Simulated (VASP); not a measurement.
Set up this calculation in VASP 6.6.1, as the native input.

```
Task                      : relaxation of the atoms
Functional                : PBE
Dispersion                : D3(BJ)
Potentials or basis       : VASP PAW PBE potentials, release 64 (Al)
Cutoff                    : 520 eV
k mesh                    : 3 × 3 × 1
Occupations               : gaussian, width 0.1 eV
Spin                      : no spin polarisation
Dipole correction         : no
Atoms held fixed (from 0) : [0, 1, 2, 3]
Further INCAR settings    : LREAL = Auto; ALGO = Normal; EDIFF = 1e-06; IBRION = 2; EDIFFG = -0.03; NSW = 80
```

The structure of Al lies in POSCAR:

```
Al
1.0
    5.7275650000      0.0000000000      0.0000000000
    2.8637820000      4.9602170000      0.0000000000
    0.0000000000      0.0000000000     18.0148060000
Al
17
Selective dynamics
Direct
    0.0000000000      0.0000000000      0.0555099000  F F F
    0.5000000000      0.0000000000      0.0555099000  F F F
    0.0000000000      0.5000000000      0.0555099000  F F F
    0.5000000000      0.5000000000      0.0555099000  F F F
    0.1666667000      0.1666667000      0.1853069000  T T T
    0.6666667000      0.1666667000      0.1853069000  T T T
    0.1666667000      0.6666667000      0.1853069000  T T T
    0.6666667000      0.6666667000      0.1853069000  T T T
   -0.1666667000      0.3333333000      0.3151040000  T T T
    0.3333333000      0.3333333000      0.3151040000  T T T
   -0.1666667000      0.8333333000      0.3151040000  T T T
    0.3333333000      0.8333333000      0.3151040000  T T T
    0.0000000000      0.0000000000      0.4449010000  T T T
    0.5000000000      0.0000000000      0.4449010000  T T T
    0.0000000000      0.5000000000      0.4449010000  T T T
    0.5000000000      0.5000000000      0.4449010000  T T T
    0.1546571000      0.6842393000      0.5509249000  T T T
```

The input as run:

INCAR

```
ALGO = Normal
EDIFF = 1E-6
EDIFFG = -0.03
ENCUT = 520
GGA = PE
IBRION = 2
ISIF = 2
ISMEAR = 0
IVDW = 12
LASPH = True
LCHARG = False
LREAL = Auto
LWAVE = False
NELM = 80
NSW = 80
PREC = Accurate
SIGMA = 0.1
```

KPOINTS

```
k-points
0
Gamma
  3 3 1
```

Potentials or basis: VASP PAW PBE potentials, release 64 (Al).

The run is started by

```bash
$ cat potpaw_PBE.64/Al/POTCAR > POTCAR
$ mpirun -np 1 vasp_std > vasp.out
```

It gave:

```yaml
Energy_gained_by_relaxing: 9.2 meV/atom
Ionic_steps: 15
Dispersion_energy_per_atom: -0.259 eV
```

Caveat: the k points lie up to 0.42 Å⁻¹ apart.

Wall time 20 min on 1 thread of Intel(R) Xeon(R) Platinum 8375C CPU @ 2.90GHz (Ice Lake), on a shared host, peak memory 0.71 GiB.
